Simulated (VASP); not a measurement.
# Rh (Pm-3m) in VASP: notebook

Runs on Rh. Level: PBE. Tasks: single point.

Everything below comes from runs of VASP 6.6.1. Logs are shortened: lines on timing, memory, paths and dates and some standing lists are left out, and cuts for length are marked.

### 1 The cell of the first run

Symmetry: Pm-3m, No. 221, cubic system. Conventional cell: a = 2.468 Å, b = 2.468 Å, c = 2.468 Å, α = 90.00°, β = 90.00°, γ = 90.00°. Within 3.3 Å of Rh (site symmetry m-3m) lie 6 Rh at 2.47 Å.

### 2 Single point, PBE (volume scaled by 0.92)

INCAR

```
SYSTEM = Rh
PREC = Accurate
ENCUT = 520
EDIFF = 1E-7
ISMEAR = -1
SIGMA = 0.1
LREAL = .FALSE.
LASPH = .TRUE.
NELM = 80
ALGO = Normal
ISIF = 2
LWAVE = .FALSE.
LCHARG = .TRUE.
GGA = PE
LELF = .TRUE.
LVHAR = .TRUE.
NBANDS = 14
```

KPOINTS

```
Automatic mesh
0
G
  14 14 14
  0 0 0
```

POSCAR

```
Rh
1.0
    2.4677552702      0.0000000000      0.0000000000
    0.0000000000      2.4677552702      0.0000000000
    0.0000000000      0.0000000000      2.4677552702
Rh
1
Direct
    0.0000000000      0.0000000000      0.0000000000
```

Potentials or basis: VASP PAW PBE potentials, release 64 (Rh_pv).

Command:

```console
$ cat potpaw_PBE.64/Rh_pv/POTCAR > POTCAR
$ mpirun -np 1 vasp_std > vasp.out
```

OUTCAR:

```text
SYSTEM = Rh
   PREC = Accurate
   ENCUT = 520
   EDIFF = 1E-7
   ISMEAR = -1
   LREAL = .FALSE.
   LASPH = .TRUE.
   NELM = 80
   ISIF = 2
   GGA = PE

 ion  position               nearest neighbor table
   1  0.000  0.000  0.000-

  LATTYP: Found a simple cubic cell.
 ALAT       =     2.4677552702

  Lattice vectors:

 A1 = (   2.4677552702,   0.0000000000,   0.0000000000)
 A2 = (   0.0000000000,   2.4677552702,   0.0000000000)
 A3 = (   0.0000000000,   0.0000000000,   2.4677552702)

Analysis of symmetry for initial positions (statically):
=====================================================================
 Subroutine PRICEL returns:
 Original cell was already a primitive cell.

 Routine SETGRP: Setting up the symmetry group for a
 simple cubic supercell.

 Subroutine GETGRP returns: Found 48 space group operations
[... 9 lines left out ...]

 Routine SETGRP: Setting up the symmetry group for a
 simple cubic supercell.

 Subroutine GETGRP returns: Found 48 space group operations
 (whereof 48 operations were pure point group operations)
 out of a pool of 48 trial point group operations.

The dynamic configuration has the point symmetry O_h .

 Subroutine INISYM returns: Found 48 space group operations
 (whereof 48 operations are pure point group operations),
 and found     1 'primitive' translations

----------------------------------------------------------------------------------------

                                     Primitive cell

  volume of cell :      15.0282

  direct lattice vectors                    reciprocal lattice vectors
     2.467755270  0.000000000  0.000000000     0.405226568  0.000000000  0.000000000
     0.000000000  2.467755270  0.000000000     0.000000000  0.405226568  0.000000000
     0.000000000  0.000000000  2.467755270     0.000000000  0.000000000  0.405226568

  length of vectors
     2.467755270  2.467755270  2.467755270     0.405226568  0.405226568  0.405226568

  position of ions in fractional coordinates (direct lattice)
     0.000000000  0.000000000  0.000000000

  ion indices of the primitive-cell ions
   primitive index   ion index
                 1           1

----------------------------------------------------------------------------------------

 KPOINTS: Automatic mesh

Automatic generation of k-mesh.
 Grid dimensions read from file:
 generate k-points for:   14   14   14

 Generating k-lattice:

  Cartesian coordinates                     Fractional coordinates (reciprocal lattice)
     0.028944755  0.000000000  0.000000000     0.071428571  0.000000000  0.000000000
     0.000000000  0.028944755  0.000000000     0.000000000  0.071428571  0.000000000
     0.000000000  0.000000000  0.028944755     0.000000000  0.000000000  0.071428571

  Length of vectors
     0.028944755  0.028944755  0.028944755

  Shift w.r.t. Gamma in fractional coordinates (k-lattice)
     0.000000000  0.000000000  0.000000000

 Subroutine IBZKPT returns following result:
 ===========================================

 Found    120 irreducible k-points:

 Following reciprocal coordinates:
            Coordinates               Weight
  0.000000  0.000000  0.000000      1.000000
  0.071429  0.000000  0.000000      6.000000
  0.142857  0.000000  0.000000      6.000000
  0.214286  0.000000  0.000000      6.000000
  0.285714  0.000000  0.000000      6.000000
  0.357143  0.000000  0.000000      6.000000
[... 16 lines left out ...]
  0.285714  0.214286  0.000000     24.000000
  0.357143  0.214286  0.000000     24.000000
 [... further k-points ...]
   k-points           NKPTS =    120   k-points in BZ     NKDIM =    120   number of bands    NBANDS=     14
   number of dos      NEDOS =    301   number of ions     NIONS =      1
   total plane-waves  NPLWV =   5832
   dimension x,y,z NGX =    18 NGY =   18 NGZ =   18
   dimension x,y,z NGXF=    36 NGYF=   36 NGZF=   36
   ions per type =               1
   NGX,Y,Z   is equivalent  to a cutoff of  12.13, 12.13, 12.13 a.u.
   NGXF,Y,Z  is equivalent  to a cutoff of  24.25, 24.25, 24.25 a.u.
 SYSTEM =  Rh
   PREC   = accura    normal or accurate (medium, high low for compatibility)
   ISTART =      0    job   : 0-new  1-cont  2-samecut
   ICHARG =      2    charge: 1-file 2-atom 10-const
   ISPIN  =      1    spin polarized calculation?
   LNONCOLLINEAR =      F non collinear calculations
   LSORBIT =      F    spin-orbit coupling
   LASPH  =      T    aspherical Exc in radial PAW
   ENCUT  =  520.0 eV  38.22 Ry    6.18 a.u.   4.59  4.59  4.59*2*pi/ulx,y,z
   NELM   =     80;   NELMIN=  2; NELMDL= -5     # of ELM steps
   EDIFF  = 0.1E-06   stopping-criterion for ELM
   LREAL  =      F    real-space projection
   EDIFFG = 0.1E-05   stopping-criterion for IOM
   NSW    =      0    number of steps for IOM
   IBRION =     -1    ionic relax: 0-MD 1-quasi-New 2-CG
   NFREE  =      0    steps in history (QN), initial steepest desc. (CG)
   ISIF   =      2    stress and relaxation
   ISYM   =      2    0-nonsym 1-usesym 2-fastsym
   POTIM  = 0.5000    time-step for ionic-motion
   TEBEG  =    0.0;   TEEND  =   0.0 temperature during run
   PSTRESS=    0.0 pullay stress
   NELECT =      15.0000    total number of electrons
   NUPDOWN=      -1.0000    fix difference up-down
   EMIN   =  10.00;   EMAX   =-10.00  energy-range for DOS
   EFERMI =   0.00;   METHOD = LEGACY
   ISMEAR =    -1;   SIGMA  =   0.10  broadening in eV -4-tet -1-fermi 0-gaus
   EFERMI_NEDOS =   21; number of points for ismear=-14 and -15
   IALGO  =     38    algorithm
   IMIX   =      4    mixing-type and parameters
     AMIX     =   0.40;   BMIX     =  1.00
     AMIX_MAG =   1.60;   BMIX_MAG =  1.00
  volume/ion in A,a.u.               =      15.03       101.42
  Fermi-wavevector in a.u.,A,eV,Ry     =   1.636075  3.091733 36.419270  2.676741
  Thomas-Fermi vector in A             =   2.727442
   LORBIT       =      0    0 simple, 1 ext, 2 COOP (PROOUT), +10 PAW based schemes
   GGA     = PE    functional components
   LHFCALC =     F    Hartree Fock is set to
   AEXX    =    0.0000 exact exchange contribution
   IVDW    =     0    specifies the selected vdW correction
   LEPSILON=     F    determine dielectric tensor
   LRPA    =     F    only Hartree local field effects (RPA)
 non-spin polarized calculation
  energy-cutoff  :      520.00
  volume of cell :       15.03
 maximum number of plane-waves:       437
   NGX =  9   NGY =  9   NGZ =  9

 number of electron      15.0000008 magnetization

 Free energy of the ion-electron system (eV)
  ---------------------------------------------------
  ext. energy  EPLUGINS =         0.00000000
  ---------------------------------------------------
  free energy    TOTEN  =        -6.43020218 eV

  energy without entropy =       -6.38149340  energy(sigma->0) =       -6.40584779

 E-fermi :  10.5173     XC(G=0): -13.3029

 val. band max:       10.5163737736   @ k =   0.4286   0.2143   0.0714
 cond. band min:      10.5388659767   @ k =   0.5000   0.2143   0.0714
 fundamental gap:      0.0224922032
 Fermi energy:        10.5173430492

 k-point     1 :       0.0000    0.0000    0.0000
  band No.  band energies     occupation
      1     -35.6102      2.00000
      2     -35.6102      2.00000
      3     -35.6102      2.00000
      4       3.2404      2.00000
      5       4.8205      2.00000
      6       4.8205      2.00000
      7      11.3792      0.00036
      8      11.3792      0.00036
      9      11.3792      0.00036
     10      27.9218      0.00000
     11      27.9218      0.00000
     12      27.9218      0.00000
     13      31.5311      0.00000
     14      35.6951      0.00000

 k-point     2 :       0.0714    0.0000    0.0000
  band No.  band energies     occupation
      1     -35.6570      2.00000
      2     -35.6062      2.00000
      3     -35.6062      2.00000
      4       3.3966      2.00000
      5       4.8528      2.00000
      6       4.9734      2.00000
      7      11.2346      0.00153
      8      11.2346      0.00153
      9      11.3905      0.00032
     10      26.9016      0.00000
     11      28.2032      0.00000
     12      28.2032      0.00000
     13      31.5335      0.00000
     14      34.8528      0.00000

 k-point     3 :       0.1429    0.0000    0.0000
  band No.  band energies     occupation
      1     -35.7872      2.00000
      2     -35.5952      2.00000
      3     -35.5952      2.00000
      4       3.8036      2.00000
      5       4.9443      2.00000
      6       5.4624      2.00000
      7      10.8485      0.07033
      8      10.8485      0.07033
      9      11.4221      0.00024
     10      24.8384      0.00000
     11      28.9903      0.00000
     12      28.9903      0.00000
     13      31.5349      0.00000
     14      33.2339      0.00000
[... 324 lines left out ...]
 k-point    23 :       0.2857    0.2143    0.0000
  band No.  band energies     occupation
      1     -36.1350      2.00000
      2     -35.9143      2.00000
      3     -35.5313      2.00000
      4       5.4055      2.00000
      5       6.3491      2.00000
      6       7.5556      2.00000
      7       9.8378      1.99776
      8       9.9447      1.99351
      9      10.5628      0.77657
     10      21.8365      0.00000
     11      25.4510      0.00000
     12      31.1772      0.00000
     13      31.5455      0.00000
     14      33.7603      0.00000

 k-point    24 :       0.3571    0.2143    0.0000
  band No.  band energies     occupation
      1     -36.3107      2.00000
      2     -35.8955      2.00000
      3     -35.5156      2.00000
      4       5.6692      2.00000
      5       6.3471      2.00000
      6       7.7966      2.00000
      7       9.5297      1.99990
      8      10.6229      0.51640
      9      10.9919      0.01724
     10      19.8615      0.00000
     11      26.4572      0.00000
     12      30.4987      0.00000
     13      31.5416      0.00000
     14      34.7089      0.00000

 [... further k-points ...]
[... 5 lines left out ...]
  --------------------------------------------------------------------------------------
  -------------------------------------------------------------------------------------
  Total        1.7503403      1.7503403      1.7503403      0.0000000     -0.0000000      0.0000000
  in kB      186.6065155    186.6065155    186.6065155      0.0000000     -0.0000000      0.0000000
  external PRESSURE =     186.6065155 kB  Pullay stress =       0.0000000 kB

 VOLUME and BASIS-vectors are now :
 -----------------------------------------------------------------------------
  energy-cutoff  :      520.00
  volume of cell :       15.03
      direct lattice vectors                 reciprocal lattice vectors
     2.467755270  0.000000000  0.000000000     0.405226568  0.000000000  0.000000000
     0.000000000  2.467755270  0.000000000     0.000000000  0.405226568  0.000000000
     0.000000000  0.000000000  2.467755270     0.000000000  0.000000000  0.405226568

 POSITION                                       TOTAL-FORCE (eV/Angst)
 -----------------------------------------------------------------------------------
      0.00000      0.00000      0.00000         0.000000      0.000000      0.000000
 -----------------------------------------------------------------------------------
    total drift:                               -0.000000      0.000000      0.000000

  FREE ENERGIE OF THE ION-ELECTRON SYSTEM (eV)
  ---------------------------------------------------
  free  energy   TOTEN  =        -6.4302021760 eV

  energy  without entropy=       -6.3814934046  energy(sigma->0) =       -6.40584779
```

Run time: 7.8 s. Hardware: 1 thread of Intel Xeon 6975P-C (Granite Rapids), shared host; peak memory 0.13 GiB.

Results:

```yaml
Free_energy: -6.4302 eV
Pressure: 18.7 GPa
```

### 3 Single point, PBE (volume scaled by 0.96)

INCAR

```
SYSTEM = Rh
PREC = Accurate ; ENCUT = 520
EDIFF = 1E-6 ; ISMEAR = -1
SIGMA = 0.1 ; LREAL = .False.
LASPH = .True. ; NELM = 60
ALGO = Normal ; ISIF = 2
LWAVE = .False. ; LCHARG = .True.
GGA = PE ; LELF = .True.
LVHAR = .True. ; NBANDS = 14
```

KPOINTS

```
Automatic mesh
0
Gamma
  14 14 14
  0 0 0
```

POSCAR

```
Rh
1.0
    2.5030136805      0.0000000000      0.0000000000
    0.0000000000      2.5030136805      0.0000000000
    0.0000000000      0.0000000000      2.5030136805
Rh
1
Direct
    0.0000000000      0.0000000000      0.0000000000
```

Potentials or basis: VASP PAW PBE potentials, release 64 (Rh_pv).

Command:

```console
$ cat potpaw_PBE.64/Rh_pv/POTCAR > POTCAR
$ mpirun -np 1 vasp_std > vasp.out
```

OUTCAR:

```text
SYSTEM = Rh
   PREC = Accurate
   ENCUT = 520
   EDIFF = 1E-6
   ISMEAR = -1
   LREAL = .False.
   LASPH = .True.
   NELM = 60
   ISIF = 2
   GGA = PE

 ion  position               nearest neighbor table
   1  0.000  0.000  0.000-

  LATTYP: Found a simple cubic cell.
 ALAT       =     2.5030136805

  Lattice vectors:

 A1 = (   2.5030136805,   0.0000000000,   0.0000000000)
 A2 = (   0.0000000000,   2.5030136805,   0.0000000000)
 A3 = (   0.0000000000,   0.0000000000,   2.5030136805)

Analysis of symmetry for initial positions (statically):
=====================================================================
 Subroutine PRICEL returns:
 Original cell was already a primitive cell.

 Routine SETGRP: Setting up the symmetry group for a
 simple cubic supercell.

 Subroutine GETGRP returns: Found 48 space group operations
 (whereof 48 operations were pure point group operations)
 out of a pool of 48 trial point group operations.

The static configuration has the point symmetry O_h .

Analysis of symmetry for dynamics (positions and initial velocities):
=====================================================================
 Subroutine PRICEL returns:
 Original cell was already a primitive cell.

 Routine SETGRP: Setting up the symmetry group for a
 simple cubic supercell.

 Subroutine GETGRP returns: Found 48 space group operations
 (whereof 48 operations were pure point group operations)
 out of a pool of 48 trial point group operations.

The dynamic configuration has the point symmetry O_h .

 Subroutine INISYM returns: Found 48 space group operations
 (whereof 48 operations are pure point group operations),
 and found     1 'primitive' translations

----------------------------------------------------------------------------------------

                                     Primitive cell

  volume of cell :      15.6816

  direct lattice vectors                    reciprocal lattice vectors
[... 111 lines left out ...]
   LHFCALC =     F    Hartree Fock is set to
   AEXX    =    0.0000 exact exchange contribution
   IVDW    =     0    specifies the selected vdW correction
   LEPSILON=     F    determine dielectric tensor
   LRPA    =     F    only Hartree local field effects (RPA)
 non-spin polarized calculation
  energy-cutoff  :      520.00
  volume of cell :       15.68
 maximum number of plane-waves:       445
 NGX is ok and might be reduce to    20
   NGX =  9   NGY =  9   NGZ =  9

 number of electron      14.9999993 magnetization

 Free energy of the ion-electron system (eV)
  ---------------------------------------------------
  ext. energy  EPLUGINS =         0.00000000
  ---------------------------------------------------
  free energy    TOTEN  =        -6.48436168 eV

  energy without entropy =       -6.43215172  energy(sigma->0) =       -6.45825670

 E-fermi :   9.8153     XC(G=0): -13.0398

 val. band max:        9.8121907389   @ k =   0.4286   0.2143   0.0714
 cond. band min:       9.8328640207   @ k =   0.5000   0.2143   0.0714
 fundamental gap:      0.0206732818
 Fermi energy:         9.8152810191

 k-point     1 :       0.0000    0.0000    0.0000
  band No.  band energies     occupation
      1     -36.2482      2.00000
      2     -36.2482      2.00000
      3     -36.2482      2.00000
      4       2.8260      2.00000
      5       4.4530      2.00000
      6       4.4530      2.00000
      7      10.6128      0.00069
      8      10.6128      0.00069
      9      10.6128      0.00069
     10      26.9005      0.00000
     11      26.9005      0.00000
     12      26.9005      0.00000
     13      30.9287      0.00000
     14      34.4882      0.00000
[... 377 lines left out ...]
      1     -36.8598      2.00000
      2     -36.4975      2.00000
      3     -36.1663      2.00000
      4       5.2266      2.00000
      5       5.9023      2.00000
      6       7.2428      2.00000
      7       8.8927      1.99980
      8       9.9107      0.55592
      9      10.2841      0.01823
     10      18.8711      0.00000
     11      25.3892      0.00000
     12      29.5442      0.00000
     13      30.9385      0.00000
     14      33.4203      0.00000

 [... further k-points ...]

------------------------ aborting loop because EDIFF is reached ----------------------------------------

  FORCE on cell =-STRESS in cart. coord.  units (eV):
  Direction    XX          YY          ZZ          XY          YZ          ZX
  --------------------------------------------------------------------------------------
  -------------------------------------------------------------------------------------
  Total        0.7959792      0.7959792      0.7959792     -0.0000000     -0.0000000      0.0000000
  in kB       81.3247342     81.3247342     81.3247342     -0.0000000     -0.0000000      0.0000000
  external PRESSURE =      81.3247342 kB  Pullay stress =       0.0000000 kB

 VOLUME and BASIS-vectors are now :
 -----------------------------------------------------------------------------
  energy-cutoff  :      520.00
  volume of cell :       15.68
      direct lattice vectors                 reciprocal lattice vectors
     2.503013681  0.000000000  0.000000000     0.399518392  0.000000000  0.000000000
     0.000000000  2.503013681  0.000000000     0.000000000  0.399518392  0.000000000
     0.000000000  0.000000000  2.503013681     0.000000000  0.000000000  0.399518392

 POSITION                                       TOTAL-FORCE (eV/Angst)
 -----------------------------------------------------------------------------------
      0.00000      0.00000      0.00000         0.000000      0.000000      0.000000
 -----------------------------------------------------------------------------------
    total drift:                               -0.000000      0.000000      0.000000

  FREE ENERGIE OF THE ION-ELECTRON SYSTEM (eV)
  ---------------------------------------------------
  free  energy   TOTEN  =        -6.4843616752 eV

  energy  without entropy=       -6.4321517156  energy(sigma->0) =       -6.45825670
```

OSZICAR:

```text
N       E                     dE             d eps       ncg     rms          rms(c)
DAV:   1     0.125181995888E+03    0.12518E+03   -0.88480E+03  3360   0.112E+03
DAV:   2    -0.502181831258E+01   -0.13020E+03   -0.12369E+03  3666   0.339E+02
DAV:   3    -0.675118800241E+01   -0.17294E+01   -0.17252E+01  4080   0.432E+01
DAV:   4    -0.675908934853E+01   -0.79013E-02   -0.79004E-02  3938   0.300E+00
DAV:   5    -0.675917604905E+01   -0.86701E-04   -0.86698E-04  4190   0.283E-01    0.838E+00
DAV:   6    -0.649042178874E+01    0.26875E+00   -0.49222E-01  3876   0.936E+00    0.344E+00
DAV:   7    -0.648571395668E+01    0.47078E-02   -0.15492E-02  3870   0.972E-01    0.174E+00
DAV:   8    -0.648441217151E+01    0.13018E-02   -0.21713E-03  3906   0.573E-01    0.822E-02
DAV:   9    -0.648436182547E+01    0.50346E-04   -0.77690E-05  4074   0.120E-01    0.172E-02
DAV:  10    -0.648436167524E+01    0.15023E-06   -0.30944E-06  3942   0.197E-02
   1 F= -.64843617E+01 E0= -.64582567E+01  d E =-.522100E-01
```

Wall time 8.3 s (1 thread of Intel Xeon 6975P-C (Granite Rapids), shared host); peak memory 0.13 GiB.

What came out:

| Item | Value |
| --- | --- |
| Free energy | -6.4844 eV |
| Pressure | 8.1 GPa |
